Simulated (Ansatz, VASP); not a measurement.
One calculation of V, two programs

```
V
1.0
     2.60429    0.00000    0.00000
    -1.30215    2.25538    0.00000
     0.00000    0.00000    4.72334
V
2
Cartesian
  1.3021 0.7518 3.3175
  0.0000 1.5036 1.1808
```

Alike in both runs: task single point; functional PBE; k mesh 21 × 21 × 10; occupations gaussian, width 0.15 eV; no spin polarisation.

|  | VASP | Ansatz |
| --- | --- | --- |
| version | VASP 6.6.1 | Ansatz 0.2.0 |
| potentials or method | VASP PAW PBE potentials, release 64 (V_sv), cutoff 520 eV | scalar-relativistic, plane waves, PAW |
| valence electrons in the cell | 26 | 26 |

Ansatz gave:

| Quantity | Value |
| --- | --- |
| gap on the k mesh at the Fermi level (eV) | none |
| pressure (GPa) | 4.0 |
| traceless stress, the component that is largest in VASP (GPa) | 1.04 |
| rms of the force components (eV/Å) | 1.257 |

Task: What did VASP give for the same quantities?

Result: gap on the k mesh at the Fermi level (eV): none; pressure (GPa): 4.2; traceless stress, the component that is largest in VASP (GPa): 1.02; rms of the force components (eV/Å): 1.264.

Atom by atom the forces differ by 0.007 eV/Å (rms over components). A gap of «none» marks a metal or a gap that the smearing closes.
